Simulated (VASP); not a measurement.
The system is PbO2.

```
Pb O
1.0
     1.72316    0.99487    4.44785
    -1.72316    0.99487    4.44785
     0.00000   -1.98974    4.44785
Pb O
1 2
Direct
  0.00000 0.00000 0.00000
  0.25565 0.25565 0.25565
  0.74435 0.74435 0.74435
```

Base run:

- Program: VASP 6.6.1
- Functional: PBEsol
- Potentials or basis: VASP PAW PBE potentials, release 64 (Pb_d, O)
- Cutoff: 520 eV
- k mesh: 12 × 12 × 12
- Occupations: gaussian, width 0.05 eV
- Spin: no spin polarisation

Its results: pressure -4.5 GPa; largest force 0.194 eV/Å.

Q: The run is repeated on the same cell with these changes: functional from PBEsol to PBE; further incar settings from ALGO = Normal; EDIFF = 1e-06; NBANDS = 20 to ALGO = Normal; EDIFF = 1e-07; NBANDS = 20. What comes out?

A: Pressure 0.3 GPa; largest force 0.032 eV/Å.

Caveats: the PAW data sets were made with another functional, which shifts forces and pressure a little (some runs).
